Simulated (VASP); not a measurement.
Input of a VASP 6.6.1 run:

Contents of INCAR:

```
PREC = Accurate
ENCUT = 520
EDIFF = 1E-6
ISMEAR = -1
SIGMA = 0.05
LREAL = F
LASPH = T
NELM = 60
ALGO = Normal
ISIF = 2
LWAVE = F
LCHARG = F
NBANDS = 17
```

File KPOINTS:

```
Automatic mesh
0
Gamma
  8 8 8
```

Contents of POSCAR:

```
PbS
1.0
    0.0000000000      3.0239167281      3.0239167281
    3.0239167281      0.0000000000      3.0239167281
    3.0239167281      3.0239167281      0.0000000000
Pb S
1 1
Direct
    0.0000000000      0.0000000000      0.0000000000
    0.5000000000      0.5000000000      0.5000000000
```

Potentials or basis: VASP PAW LDA potentials, release 64 (Pb_d, S).

Launch:

```console
$ cat potpaw_LDA.64/Pb_d/POTCAR potpaw_LDA.64/S/POTCAR > POTCAR
$ mpirun -np 1 vasp_std > vasp.out
```

**Question.** Predict the band gap on the k mesh.

**Answer.** 0.40 eV, direct.

**Question.** Estimate the pressure.

**Answer.** -5.3 GPa.

Caveat: spin-orbit coupling is left out, which moves the levels of the heavy elements. A k mesh can miss the band edges.
